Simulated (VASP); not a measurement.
# Si2W (I4/mmm) in VASP: a series of runs, part 2 of 2

VASP 6.6.1. Earlier steps stand in the parts before.

### 3 Single point, LDA (13.15 Å³/atom, c/a of the conventional cell at fixed volume 2.3341)

INCAR

```
  PREC = Accurate
  ENCUT = 520
  EDIFF = 1E-6
  ISMEAR = 0
  SIGMA = 0.15
  LREAL = False
  LASPH = True
  NELM = 60
  ALGO = Normal
  ISIF = 2
  LWAVE = False
  LCHARG = False
  GGA = CA
  NBANDS = 18
```

KPOINTS

```
regular mesh
0
Gamma
  18 18 18
```

POSCAR

```
Si2W
1.0
   -1.6165447397      1.6165447397      3.7731770770
    1.6165447397     -1.6165447397      3.7731770770
    1.6165447397      1.6165447397     -3.7731770770
Si W
2 1
Direct
    0.3346644983      0.3346644983      0.0000000000
    0.6653355017      0.6653355017      0.0000000000
    0.0000000000      0.0000000000      0.0000000000
```

Potentials or basis: VASP PAW LDA potentials, release 64 (Si, W_sv).

Command:

```sh
> cat potpaw_LDA.64/Si/POTCAR potpaw_LDA.64/W_sv/POTCAR > POTCAR
> mpirun -np 1 vasp_std > vasp.out
```

OUTCAR:

```text
PREC = Accurate
   ENCUT = 520
   EDIFF = 1E-6
   ISMEAR = 0
   LREAL = False
   LASPH = True
   NELM = 60
   ISIF = 2
   GGA = CA

 ion  position               nearest neighbor table
   1  0.335  0.335  0.000-   2 2.50   3 2.53   3 2.60   3 2.60   3 2.60   3 2.60   2 2.62   2 2.62
                             2 2.62   2 2.62
   2  0.665  0.665  0.000-   1 2.50   3 2.53   3 2.60   3 2.60   3 2.60   3 2.60   1 2.62   1 2.62
                             1 2.62   1 2.62
   3  0.000  0.000  0.000-   1 2.53   2 2.53   2 2.60   1 2.60   2 2.60   1 2.60   2 2.60   1 2.60
                             1 2.60   2 2.60

  LATTYP: Found a body centered tetragonal cell.
 ALAT       =     3.2330894794
 C/A-ratio  =     2.3341000000

  Lattice vectors:

 A1 = (  -1.6165447397,   1.6165447397,   3.7731770770)
 A2 = (   1.6165447397,  -1.6165447397,   3.7731770770)
 A3 = (   1.6165447397,   1.6165447397,  -3.7731770770)

Analysis of symmetry for initial positions (statically):
=====================================================================
 Subroutine PRICEL returns:
 Original cell was already a primitive cell.

 Routine SETGRP: Setting up the symmetry group for a
[... 171 lines left out ...]
 E-fermi :  12.1193     XC(G=0): -12.7588

 val. band max:       12.0992233646   @ k =  -0.1111  -0.1111   0.0556
 cond. band min:      12.1331022743   @ k =  -0.1667  -0.1667   0.1111
 fundamental gap:      0.0338789097
 Fermi energy:        12.1192986872

 k-point     1 :       0.0000    0.0000    0.0000
  band No.  band energies     occupation
      1     -61.1215      2.00000
      2     -25.6647      2.00000
      3     -25.6647      2.00000
      4     -25.6451      2.00000
      5      -1.9523      2.00000
      6       5.3718      2.00000
[... 481 lines left out ...]
      5      -1.0420      2.00000
      6       5.4819      2.00000
[... 10 lines left out ...]
     17      18.5379      0.00000
     18      20.4047      0.00000

 [... further k-points ...]

------------------------ aborting loop because EDIFF is reached ----------------------------------------

  FORCE on cell =-STRESS in cart. coord.  units (eV):
  Direction    XX          YY          ZZ          XY          YZ          ZX
  --------------------------------------------------------------------------------------
  -------------------------------------------------------------------------------------
  Total       -1.1768439     -1.1768439      3.9882074      0.0000000      0.0000000      0.0000000
  in kB      -47.8064847    -47.8064847    162.0114398      0.0000000      0.0000000      0.0000000
  external PRESSURE =      22.1328234 kB  Pullay stress =       0.0000000 kB

 VOLUME and BASIS-vectors are now :
 -----------------------------------------------------------------------------
  energy-cutoff  :      520.00
  volume of cell :       39.44
      direct lattice vectors                 reciprocal lattice vectors
    -1.616544740  1.616544740  3.773177077     0.000000000  0.309301678  0.132514321
     1.616544740 -1.616544740  3.773177077     0.309301678  0.000000000  0.132514321
     1.616544740  1.616544740 -3.773177077     0.309301678  0.309301678  0.000000000

 POSITION                                       TOTAL-FORCE (eV/Angst)
 -----------------------------------------------------------------------------------
      0.00000      0.00000      2.52550        -0.000000     -0.000000     -0.004034
      0.00000      0.00000      5.02086         0.000000      0.000000      0.004034
      0.00000      0.00000      0.00000        -0.000000     -0.000000      0.000000
 -----------------------------------------------------------------------------------
    total drift:                               -0.000000     -0.000000      0.000000

  FREE ENERGIE OF THE ION-ELECTRON SYSTEM (eV)
  ---------------------------------------------------
  free  energy   TOTEN  =       -27.2826649784 eV

  energy  without entropy=      -27.2803640922  energy(sigma->0) =      -27.28151454
```

OSZICAR:

```text
N       E                     dE             d eps       ncg     rms          rms(c)
DAV:   1     0.130397363386E+03    0.13040E+03   -0.10873E+04 17280   0.124E+03
DAV:   2    -0.235486995423E+02   -0.15395E+03   -0.15015E+03 20006   0.324E+02
DAV:   3    -0.281127088957E+02   -0.45640E+01   -0.45112E+01 21386   0.502E+01
DAV:   4    -0.281538988617E+02   -0.41190E-01   -0.41110E-01 20838   0.502E+00
DAV:   5    -0.281543411903E+02   -0.44233E-03   -0.44231E-03 20526   0.549E-01    0.269E+01
DAV:   6    -0.274000078879E+02    0.75433E+00   -0.30126E+00 18698   0.125E+01    0.960E+00
DAV:   7    -0.273065950815E+02    0.93413E-01   -0.17006E-01 18498   0.253E+00    0.460E+00
DAV:   8    -0.272831520988E+02    0.23443E-01   -0.35259E-02 19712   0.139E+00    0.287E-01
DAV:   9    -0.272828003152E+02    0.35178E-03   -0.80104E-04 20144   0.238E-01    0.169E-01
DAV:  10    -0.272826702336E+02    0.13008E-03   -0.18241E-04 20106   0.127E-01    0.291E-02
DAV:  11    -0.272826651854E+02    0.50483E-05   -0.17680E-05 19640   0.364E-02    0.159E-02
DAV:  12    -0.272826649784E+02    0.20697E-06   -0.10070E-06 11836   0.634E-03
   1 F= -.27282665E+02 E0= -.27281515E+02  d E =-.230089E-02
```

stdout:

```text
POSCAR found type information on POSCAR SiW
 POSCAR found :  2 types and       3 ions
 scaLAPACK will be used
 LDA part: xc-table for (Slater(with rela. corr.)+CA(PZ))
 , standard interpolation
 POSCAR, INCAR and KPOINTS ok, starting setup
 FFT: planning ... GRIDC
 FFT: planning ... GRID_SOFT
 FFT: planning ... GRID
 WAVECAR not read
 entering main loop
```

It took 17 min on 1 thread of Intel Xeon 8259CL, shared host; peak memory 0.43 GiB.

What came out:

```
Free energy            : -27.2827 eV
Pressure               : 2.2 GPa
Largest force          : 0.004 eV/Å
Band gap on the k mesh : zero (bands 11 and 12 overlap by 1.04 eV)
```

Forces in eV/Å, atoms in the order of the input:
```
Si   0.000  0.000 -0.004
Si   0.000  0.000  0.004
W    0.000  0.000  0.000
```

Caveat: the cell differs from its parent crystal (c/a of the conventional cell at fixed volume 2.3341); the stress differs along the axes, from -5 to 16 GPa; spin-orbit coupling is left out, which moves the levels of the heavy elements.

### 4 Single point, LDA

INCAR

```
SYSTEM = Si2W
PREC     = Accurate       ! precision mode
ENCUT    = 520            ! plane-wave cutoff, eV
EDIFF    = 1E-6           ! SCF threshold, eV
ISMEAR   = 0              ! smearing method
SIGMA    = 0.15           ! smearing width, eV
LREAL    = .FALSE.        ! projectors in reciprocal space
LASPH    = .TRUE.         ! aspherical terms in the spheres
NELM     = 100            ! most SCF steps
ALGO     = Normal         ! electronic algorithm
ISIF     = 2              ! what is computed and relaxed
LWAVE    = .FALSE.        ! write WAVECAR
LCHARG   = .TRUE.         ! write CHGCAR
GGA      = CA             ! functional
LELF     = .TRUE.         ! ELF
LVHAR    = .TRUE.       
NBANDS   = 18             ! bands
```

KPOINTS

```
Automatic mesh
0
G
  18 18 18
  0 0 0
```

POSCAR

```
Si2W
1.0
   -1.5292622200      1.5292622200      4.2161759406
    1.5292622200     -1.5292622200      4.2161759406
    1.5292622200      1.5292622200     -4.2161759406
Si W
2 1
Direct
    0.3561119391      0.3561119391      0.0000000000
    0.6438880609      0.6438880609      0.0000000000
    0.0000000000      0.0000000000      0.0000000000
```

Command:

```sh
> cat potpaw_LDA.64/Si/POTCAR potpaw_LDA.64/W_sv/POTCAR > POTCAR
> mpirun -np 1 vasp_std > vasp.out
```

Wall time 19 min (1 thread of Intel Xeon 8259CL, shared host); peak memory 0.43 GiB.

Results (log left out):

* Free energy: -26.4307 eV
* Pressure: 14.0 GPa
* Largest force: 3.008 eV/Å
* Band gap on the k mesh: zero (bands 11 and 12 overlap by 0.99 eV)

Forces on the atoms (eV/Å):
```
Si   0.000  0.000 -3.008
Si   0.000  0.000  3.008
W    0.000  0.000  0.000
```

Stress tensor (GPa, compression positive):
```
24.48  0.00  0.00
 0.00 24.48  0.00
 0.00  0.00 -7.10
```

Levels at points of the mesh, in eV from the Fermi level:
```csv
k point,band 9,band 10,band 11,band 12,band 13,band 14
"(0.00, 0.00, 0.00)",-2.09,-2.09,0.67,2.82,2.82,3.59
"(0.50, 0.00, 0.00)",-3.30,-3.11,-0.19,1.73,2.92,3.42
"(0.50, 0.50, 0.00)",-4.51,-4.11,-2.47,2.57,2.80,3.30
"(0.50, 0.50, 0.50)",-0.90,-0.90,0.54,0.54,0.73,2.92
```

Caveat: the cell differs from its parent crystal (atoms shifted along a free coordinate, c/a of the conventional cell at fixed volume 2.7570); the stress differs along the axes, from -7 to 24 GPa; spin-orbit coupling is left out, which moves the levels of the heavy elements; forces of over 1 eV/Å act on the atoms, so gaps and moduli don't describe the material at rest.

### 5 Single point, LDA (13.15 Å³/atom, c/a of the conventional cell at fixed volume 2.1226)

INCAR

```
SYSTEM = Si2W
PREC = Accurate
ENCUT = 520
EDIFF = 1E-7
ISMEAR = 0
SIGMA = 0.15
LREAL = .FALSE.
LASPH = .TRUE.
NELM = 80
ALGO = Normal
ISIF = 2
LWAVE = .FALSE.
LCHARG = .FALSE.
NBANDS = 18
```

KPOINTS is that of step 4.

POSCAR

```
Si2W
1.0
   -1.6685459133      1.6685459133      3.5416555556
    1.6685459133     -1.6685459133      3.5416555556
    1.6685459133      1.6685459133     -3.5416555556
Si W
2 1
Direct
    0.3346644983      0.3346644983      0.0000000000
    0.6653355017      0.6653355017      0.0000000000
    0.0000000000      0.0000000000      0.0000000000
```

Command:

```sh
> cat potpaw_LDA.64/Si/POTCAR potpaw_LDA.64/W_sv/POTCAR > POTCAR
> mpirun -np 1 vasp_std > vasp.out
```

Run time: 12 min. Hardware: 1 thread of Intel Xeon 8259CL, shared host; peak memory 0.42 GiB.

It converged, with:

```
Free energy            : -26.5511 eV
Pressure               : 9.7 GPa
Largest force          : 0.255 eV/Å
Band gap on the k mesh : zero (bands 11 and 12 overlap by 0.51 eV)
```

Forces in eV/Å, atoms in the order of the input:
```
Si   0.000  0.000  0.255
Si   0.000  0.000 -0.255
W    0.000  0.000  0.000
```

Stress tensor (GPa, compression positive):
```
-15.17   0.00   0.00
  0.00 -15.17   0.00
  0.00   0.00  59.41
```

Levels at points of the mesh, in eV from the Fermi level:
```csv
k point,band 8,band 9,band 10,band 11,band 12,band 13,band 14,band 15
"(0.00, 0.00, 0.00)",-3.28,-2.93,-1.56,0.09,2.41,2.41,2.74,3.19
"(0.50, 0.00, 0.00)",-4.19,-3.30,-2.34,-0.60,2.18,2.39,4.50,5.43
"(0.50, 0.50, 0.00)",-5.09,-5.03,-2.08,-1.62,2.48,2.53,4.81,5.22
"(0.50, 0.50, 0.50)",-2.96,-1.44,-1.44,-0.09,-0.09,0.47,5.48,7.24
```

Caveat: the cell differs from its parent crystal (c/a of the conventional cell at fixed volume 2.1226); the stress differs along the axes, from -15 to 59 GPa; spin-orbit coupling is left out, which moves the levels of the heavy elements.

### 6 Single point, LDA

INCAR

```
SYSTEM = Si2W
ALGO = Normal ; EDIFF = 1E-7
ENCUT = 520 ; ISIF = 2
ISMEAR = 0 ; LASPH = .True.
LCHARG = .False. ; LREAL = .False.
LWAVE = .False. ; NBANDS = 18
NELM = 100 ; PREC = Accurate
SIGMA = 0.15
```

KPOINTS

```
k-points
0
Gamma
  18 18 18
  0 0 0
```

POSCAR

```
Si2W
1.0
   -1.5704948423      1.5704948423      3.9976946210
    1.5704948423     -1.5704948423      3.9976946210
    1.5704948423      1.5704948423     -3.9976946210
Si W
2 1
Direct
    0.3132170575      0.3132170575      0.0000000000
    0.6867829425      0.6867829425      0.0000000000
    0.0000000000      0.0000000000      0.0000000000
```

Potentials or basis: VASP PAW LDA potentials, release 64 (Si, W_sv).

Command:

```sh
> cat potpaw_LDA.64/Si/POTCAR potpaw_LDA.64/W_sv/POTCAR > POTCAR
> mpirun -np 1 vasp_std > vasp.out
```

It took 18 min on 1 thread of Intel Xeon 8259CL, shared host; peak memory 0.43 GiB.

It converged, with:

```
Free energy            : -26.8060 eV
Pressure               : 1.2 GPa
Largest force          : 2.774 eV/Å
Band gap on the k mesh : zero (bands 11 and 12 overlap by 2.15 eV)
```

Forces on the atoms (eV/Å):
```
Si   0.000  0.000  2.774
Si   0.000  0.000 -2.774
W    0.000  0.000  0.000
```

Stress tensor (GPa, compression positive):
```
 5.40  0.00  0.00
 0.00  5.40  0.00
 0.00  0.00 -7.13
```

Levels at points of the mesh, in eV from the Fermi level:
```tsv
k point	band 7	band 8	band 9	band 10	band 11	band 12	band 13	band 14	band 15	band 16
(0.00, 0.00, 0.00)	-4.25	-3.16	-3.16	-3.10	1.29	2.16	2.55	4.06	4.60	4.60
(0.50, 0.00, 0.00)	-5.52	-4.43	-3.12	-2.03	-0.41	2.23	2.95	4.16	4.56	5.18
(0.50, 0.50, 0.00)	-6.63	-6.06	-5.39	-3.41	-0.78	1.78	2.98	3.14	3.37	4.98
(0.50, 0.50, 0.50)	-3.66	-3.45	-1.18	-1.18	-0.49	-0.49	1.47	3.67	4.84	5.37
```

Caveat: the cell differs from its parent crystal (atoms shifted along a free coordinate, c/a of the conventional cell at fixed volume 2.5455); the stress differs along the axes, from -7 to 5 GPa; spin-orbit coupling is left out, which moves the levels of the heavy elements; forces of over 1 eV/Å act on the atoms, so gaps and moduli don't describe the material at rest.

### 7 Overview

```tsv
cell	gap on the mesh (eV)	pressure (GPa)	largest force (eV/Å)
a = 4.655 Å, angles 141.1, 141.1, 56.2°, 3 atoms, atomic positions A	none	4.5	3.76
a = 4.412 Å, angles 137.0, 137.0, 62.4°, 3 atoms, atomic positions B	none	2.2	-
a = 4.739 Å, angles 142.3, 142.3, 54.3°, 3 atoms, atomic positions C	none	14.0	3.01
a = 4.256 Å, angles 133.8, 133.8, 67.3°, 3 atoms, atomic positions B	none	9.7	0.25
a = 4.573 Å, angles 139.8, 139.8, 58.1°, 3 atoms, atomic positions D	none	1.2	2.77
```

Alike in all rows: task single point; level LDA; potentials or basis VASP PAW LDA potentials, release 64 (Si, W_sv); no spin polarisation; k mesh 18 × 18 × 18; cutoff (eV) 520; smearing gaussian 0.15 eV.

Caveats: spin-orbit coupling is left out, which moves the levels of the heavy elements; forces of over 1 eV/Å act on the atoms, so gaps and moduli don't describe the material at rest (at least some runs); the stress differs along the axes, from -13 to 13 GPa (at least some runs); the stress differs along the axes, from -5 to 16 GPa (at least some runs); the stress differs along the axes, from -7 to 24 GPa (at least some runs); the stress differs along the axes, from -15 to 59 GPa (at least some runs); the stress differs along the axes, from -7 to 5 GPa (at least some runs).

Absolute energies hang on the potentials; compare differences alone.

The gap in the log of VASP goes by the Fermi energy; the results here count the filled bands.